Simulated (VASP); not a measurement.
Input of a VASP 6.6.1 run:

Contents of INCAR:

```
SYSTEM = Ta3N
  PREC = Accurate
  ENCUT = 520
  EDIFF = 1E-6
  ISMEAR = 0
  SIGMA = 0.1
  LREAL = .FALSE.
  LASPH = .TRUE.
  NELM = 60
  ALGO = Normal
  ISIF = 2
  LWAVE = .FALSE.
  LCHARG = .FALSE.
  GGA = PE
  NBANDS = 27
```

The input KPOINTS:

```
regular mesh
0
G
  16 16 6
  0 0 0
```

The input POSCAR:

```
Ta3N
1.0
    2.8950516122      0.0000000000      0.0000000000
    0.0000000000      2.8950516122      0.0000000000
    0.0000000000      0.0000000000      8.5879839173
Ta N
3 1
Direct
    0.5000000000      0.5000000000      0.8446594262
    0.5000000000      0.5000000000      0.1553405738
    0.5000000000      0.5000000000      0.5000000000
    0.0000000000      0.0000000000      0.5000000000
```

Potentials or basis: VASP PAW PBE potentials, release 64 (Ta_pv, N).

Run with:

```sh
$ cat potpaw_PBE.64/Ta_pv/POTCAR potpaw_PBE.64/N/POTCAR > POTCAR
$ mpirun -np 1 vasp_std > vasp.out
```

Q: Predict the pressure.

A: 0.2 GPa.

Q: What does it give for the largest force?

A: 0.004 eV/Å.

Q: Predict the band gap on the k mesh.

A: Zero (bands 19 and 20 overlap by 2.09 eV).

Forces in eV/Å, atoms in the order of the input:
```
Ta   0.000  0.000 -0.004
Ta   0.000  0.000  0.004
Ta   0.000  0.000  0.000
N    0.000  0.000  0.000
```

Caveat: spin-orbit coupling is left out, which moves the levels of the heavy elements.
